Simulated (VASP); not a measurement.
Runs of VASP 6.6.1 on Ti. The structure is that of space group P6_3/mmc (No. 194), or close to it. The cells are those of the table. 

```csv
level,cell,k mesh,cutoff (eV),smearing,share of exact exchange,screening parameter,gap on the mesh (eV),pressure (GPa)
B3LYP,"a = 3.027, b = 3.027, c = 4.802 Å, angles 90.0, 90.0, 120.0°, 2 atoms",7 × 7 × 4,400,methfessel-paxton 0.15 eV,0.2,-,none,(a)
HSE06,"a = 2.950, b = 2.950, c = 4.680 Å, angles 90.0, 90.0, 120.0°, 2 atoms",5 × 5 × 3,520,fermi-dirac 0.05 eV,0.25,0.2079 1/Å,none,-4.2
HSE06,"a = 2.950, b = 2.950, c = 4.680 Å, angles 90.0, 90.0, 120.0°, 2 atoms",7 × 7 × 4,520,fermi-dirac 0.01 eV,0.25,0.2079 1/Å,none,(b)
PBE0,"a = 2.989, b = 2.989, c = 4.742 Å, angles 90.0, 90.0, 120.0°, 2 atoms",6 × 6 × 4,520,fermi-dirac 0.05 eV,0.25,-,none,-8.0
PBE0,"a = 2.929, b = 2.929, c = 4.600 Å, angles 90.0, 90.0, 120.0°, 2 atoms",5 × 5 × 3,520,fermi-dirac 0.05 eV,0.25,-,none,-1.1
```

Alike in all rows: task single point; potentials or basis VASP PAW PBE potentials, release 64 (Ti_sv); no spin polarisation.

**Question.** Fill in the values left out.

**Answer.** (a) -10.1; (b) -3.7.

Caveats: some runs use coarse meshes; the PAW data sets were made with another functional, which shifts forces and pressure a little; the cell stands under tension (at least some runs).

A gap of «none» marks levels without a gap at the run's occupations.
